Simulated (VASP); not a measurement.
Wanted: the native input for a VASP 6.6.1 run.

- Task: relaxation of cell and atoms
- Functional: PBEsol
- Potentials or basis: VASP PAW PBE potentials, release 64 (Cd, Se)
- Cutoff: 600 eV
- k mesh: 14 × 14 × 14
- Occupations: fermi-dirac, width 0.05 eV
- Spin: no spin polarisation
- Dipole correction: no
- Further INCAR settings: ALGO = Normal; EDIFF = 1e-06; IBRION = 2; EDIFFG = -0.002; NSW = 100; ISIF = 3

The structure of CdSe lies in POSCAR:

```
CdSe
1.0
    0.0000000000      3.0702711986      3.0702711986
    3.0702711986      0.0000000000      3.0702711986
    3.0702711986      3.0702711986      0.0000000000
Cd Se
1 1
Direct
    0.0000000000      0.0000000000      0.0000000000
    0.7500000000      0.7500000000      0.7500000000
```

One way to write it, as run:

INCAR

```
SYSTEM = CdSe
  PREC = Accurate
  ENCUT = 600
  EDIFF = 1E-6
  ISMEAR = -1
  SIGMA = 0.05
  LREAL = .False.
  LASPH = .True.
  NELM = 80
  ALGO = Normal
  ISIF = 3
  LWAVE = .False.
  LCHARG = .False.
  GGA = PS
  IBRION = 2
  NSW = 100
  EDIFFG = -0.002
```

KPOINTS

```
Automatic mesh
0
Gamma
  14 14 14
  0 0 0
```

Potentials or basis: VASP PAW PBE potentials, release 64 (Cd, Se).

Run with:

```console
$ cat potpaw_PBE.64/Cd/POTCAR potpaw_PBE.64/Se/POTCAR > POTCAR
$ mpirun -np 1 vasp_std > vasp.out
```

It gave:

| Quantity | Value |
| --- | --- |
| Relaxed volume | 28.28 Å³/atom |
| Relaxed cell | a = 4.309 Å, b = 4.309 Å, c = 4.309 Å, α = 60.00°, β = 60.00°, γ = 60.00° |
| Space group after relaxing (to 0.05 Å) | F-43m (No. 216) |
| Energy gained by relaxing | 2.5 meV/atom |
| Ionic steps | 4 |
| Pressure after relaxing | 0.0 GPa |
| Band gap on the k mesh | 0.47 eV, direct |

Caveat: the PAW data sets were made with another functional, which shifts forces and pressure a little.

It took 2.8 min on 1 thread of Intel(R) Xeon(R) Platinum 8259CL CPU @ 2.50GHz (Skylake/Cascade Lake) (shared host), peak memory 0.29 GiB.
